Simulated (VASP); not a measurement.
Input of a VASP 6.6.1 run:

Contents of POSCAR:

```
NiO2
1.0
    1.3868755767      0.8007129875      5.1074453104
   -1.3868755767      0.8007129875      5.1074453104
    0.0000000000     -1.6014259751      5.1074453104
Ni O
1 2
Direct
    0.0000000000      0.0000000000      0.0000000000
    0.6052842837      0.6052842837      0.6052842837
    0.3947157163      0.3947157163      0.3947157163
```

INCAR.step1

```
PREC = Accurate
ENCUT = 770
ISMEAR = 0
SIGMA = 0.02
LREAL = F
LASPH = T
NELM = 120
NBANDS = 22
GGA = PE
ALGO = Normal
EDIFF = 1E-5
LWAVE = T
LCHARG = F
GGA_COMPAT = F
```

The input INCAR.step2:

```
PREC = Accurate
ENCUT = 770
EDIFF = 1E-6
ISMEAR = 0
SIGMA = 0.02
LREAL = F
LASPH = T
NELM = 120
ALGO = Normal
ISIF = 2
LWAVE = F
LCHARG = F
METAGGA = R2SCAN
LMIXTAU = T
NBANDS = 22
ISTART = 1
GGA_COMPAT = F
```

File KPOINTS:

```
Automatic mesh
0
Gamma
  12 12 12
```

Potentials or basis: VASP PAW PBE potentials, release 64 (Ni_sv_GW, O).

Run with:

```sh
$ cat potpaw_PBE.64/Ni_sv_GW/POTCAR potpaw_PBE.64/O/POTCAR > POTCAR
$ cp INCAR.step1 INCAR
$ mpirun -np 1 vasp_std > vasp.out
$ cp INCAR.step2 INCAR
$ mpirun -np 1 vasp_std > vasp.out
```

(1) Predict the pressure.

(2) Predict the band gap on the k mesh.

(3) What does it give for the largest force?

Results:

(1) 0.6 GPa.

(2) 1.60 eV (least direct gap 1.82 eV).

(3) 0.060 eV/Å.

Caveat: the PAW data sets were made with another functional, which shifts forces and pressure a little; the run has no spin polarisation, though such a crystal can be magnetic.
